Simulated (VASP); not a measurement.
Crystal: W.

```
CELL_PARAMETERS angstrom
5.08300 0.00000 0.00000
0.00000 5.08300 0.00000
0.00000 0.00000 5.08300
ATOMIC_POSITIONS crystal
W 0.50000 0.25000 0.00000
W 0.50000 0.75000 0.00000
W 0.75000 0.00000 0.50000
W 0.25000 0.00000 0.50000
W 0.00000 0.50000 0.75000
W 0.00000 0.50000 0.25000
W 0.50000 0.50000 0.50000
W 0.00000 0.00000 0.00000
```

```yaml
Program: VASP 6.6.1
Task: relaxation of cell and atoms
Functional: LDA
Potentials_or_basis: VASP PAW LDA potentials, release 64 (W_sv)
Cutoff: 600 eV
k_mesh: 5 × 5 × 5
Occupations: fermi-dirac, width 0.05 eV
Spin: no spin polarisation
```

At the start: pressure -12.7 GPa; volume 16.42 Å³/atom.

Question: How do energy, volume and symmetry change on relaxing?

Answer: Over 7 steps the energy falls by 27.8 meV/atom and the volume is 15.74 Å³/atom (-4.1 %); space group Pm-3n (No. 223, to 0.1 Å) before and after.

The path:
| step | energy change (eV) | largest force (eV/Å) | pressure (GPa) | volume (Å³) |
| --- | --- | --- | --- | --- |
| 1 | 0.0000 | 0.0000 | -12.72 | 131.33 |
| 2 | 3.1764 | 0.0000 | 69.34 | 108.08 |
| 3 | -0.2212 | 0.0000 | -1.02 | 126.31 |
| 4 | -0.2223 | 0.0000 | -0.13 | 125.99 |
| 5 | -0.2224 | 0.0000 | 0.11 | 125.88 |
| 6 | -0.2222 | 0.0000 | -0.36 | 126.05 |
| 7 | -0.2224 | 0.0000 | 0.01 | 125.93 |

Final structure:
```xyz
8
Lattice="5.0124 0.0000 0.0000 0.0000 5.0124 0.0000 0.0000 0.0000 5.0124" Properties=species:S:1:pos:R:3 pbc="T T T"
W     2.5062    1.2531    0.0000
W     2.5062    3.7593    0.0000
W     3.7593    0.0000    2.5062
W     1.2531    0.0000    2.5062
W     0.0000    2.5062    3.7593
W     0.0000    2.5062    1.2531
W     2.5062    2.5062    2.5062
W     0.0000    0.0000    0.0000
```
